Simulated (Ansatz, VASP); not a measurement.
## NaI in VASP and in Ansatz

File INCAR:

```
PREC = Accurate
ENCUT = 520
EDIFF = 1E-7
ISMEAR = -1
SIGMA = 0.05
LREAL = False
LASPH = True
NELM = 80
ALGO = Normal
ISIF = 2
LWAVE = False
LCHARG = False
GGA = PE
NBANDS = 22
```

The input KPOINTS:

```
Automatic mesh
0
Gamma
  9 9 9
```

The input POSCAR:

```
NaI
1.0
   -2.2579463600      2.2579463600      8.5278091750
    2.2579463600     -2.2579463600      8.5278091750
    2.2579463600      2.2579463600     -8.5278091750
I Na
2 2
Direct
    0.0000000000      0.0000000000      0.0000000000
    0.7500000000      0.2500000000      0.5000000000
    0.5000000000      0.5000000000      0.0000000000
    0.2500000000      0.7500000000      0.5000000000
```

input.yaml

```yaml
crystal:
  lattice:
    - [-2.25794636, 2.25794636, 8.527809175]
    - [2.25794636, -2.25794636, 8.527809175]
    - [2.25794636, 2.25794636, -8.527809175]
  atoms:
    - { symbol: I, position: [0.0, 0.0, 0.0] }
    - { symbol: I, position: [0.75, 0.25, 0.5] }
    - { symbol: Na, position: [0.5, 0.5, 0.0] }
    - { symbol: Na, position: [0.25, 0.75, 0.5] }
hamiltonian:
  xc: pbe
  pseudopotentials: { kind: paw }
kpoints:
  mp_grid: { grid: [9, 9, 9] }
scf:
  occupations: { method: fermi_dirac, width: 0.05 }
output:
  forces: true
  stress: true
  eigenvalues: true
```

Alike in both runs: task single point; functional PBE; k mesh 9 × 9 × 9; occupations fermi-dirac, width 0.05 eV; no spin polarisation.

|  | VASP | Ansatz |
| --- | --- | --- |
| version | VASP 6.6.1 | Ansatz 0.2.0 |
| potentials or method | VASP PAW PBE potentials, release 64 (I, Na_pv) | Ansatz PAW |
| plane-wave cutoff (eV) | 520 | 420 |
| valence electrons in the cell | 28 | 52 |

```tsv
	VASP	Ansatz	Ansatz less VASP
gap on the k mesh at the Fermi level (eV)	2.99	2.99	0.000
least direct gap on the mesh (eV)	3.03	3.03	-0.001
pressure (GPa)	-0.5	-0.5	-0.01
traceless stress, the component that is largest in VASP (GPa)	0.59	0.59	+0.005
```

VASP's potentials hold 28 valence electrons a cell and Ansatz's 52, so a difference there can come from the potentials and not from the codes.

Neither program's run includes spin-orbit coupling. Noted on Ansatz's run: odd divisions of the mesh miss points on the zone boundary, where band edges often lie, so the gap on the mesh can be too wide.
